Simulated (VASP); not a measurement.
**InSb: single point with PBE**

Crystal: InSb.

```
In Sb
1.0
     0.00000    2.95740    3.53646
     2.73169    0.00000    3.53646
     2.73169    2.95740    0.00000
In Sb
1 1
Direct
  0.00000 0.00000 0.00000
  0.50000 0.50000 0.50000
```

This cell differs from its parent crystal: strain +e along x and -e along y -0.0367, strain +e along z and -e/2 along x and y +0.1500.

```
Program             : VASP 6.6.1
Task                : single point
Functional          : PBE
Potentials or basis : VASP PAW PBE potentials, release 64 (In_d, Sb)
Cutoff              : 520 eV
k mesh              : 12 × 12 × 12
Occupations         : gaussian, width 0.15 eV
Spin                : no spin polarisation
```

```json
{
  "Pressure": "6.4 GPa",
  "Band gap on the k mesh": "zero (band 9 reaches 7.64 eV, above the bottom of band 10 at 4.80 eV)"
}
```

Stress tensor (GPa, compression positive):
```
19.05  0.00  0.00
 0.00  4.49  0.00
 0.00  0.00 -4.34
```

Levels at points of the mesh, in eV from the Fermi level:
```csv
k point,band 5,band 6,band 7,band 8,band 9,band 10,band 11,band 12,band 13,band 14
"(0.00, 0.00, 0.00)",-14.54,-11.17,-1.17,-0.19,0.03,0.56,3.61,5.54,5.75,6.74
"(0.50, 0.00, 0.00)",-14.54,-9.40,-6.72,-0.41,0.86,1.10,2.64,3.95,4.33,9.55
"(0.50, 0.50, 0.00)",-14.52,-9.85,-4.40,-2.11,-1.58,-1.16,3.89,7.76,8.39,10.59
"(0.50, 0.00, 0.50)",-14.52,-8.22,-4.67,-3.56,-3.41,-0.78,3.44,4.81,9.00,9.31
"(0.00, 0.50, 0.50)",-14.52,-7.77,-4.62,-3.92,-3.54,-1.64,2.96,5.79,9.29,10.12
```

It took 16 min on 1 thread of AMD EPYC 7R13 Processor (Zen 3), with other jobs on the host, peak memory 0.37 GiB.

Caveat: the cell differs from its parent crystal (strain +e along x and -e along y -0.0367, strain +e along z and -e/2 along x and y +0.1500); spin-orbit coupling is left out, which moves the levels of the heavy elements.
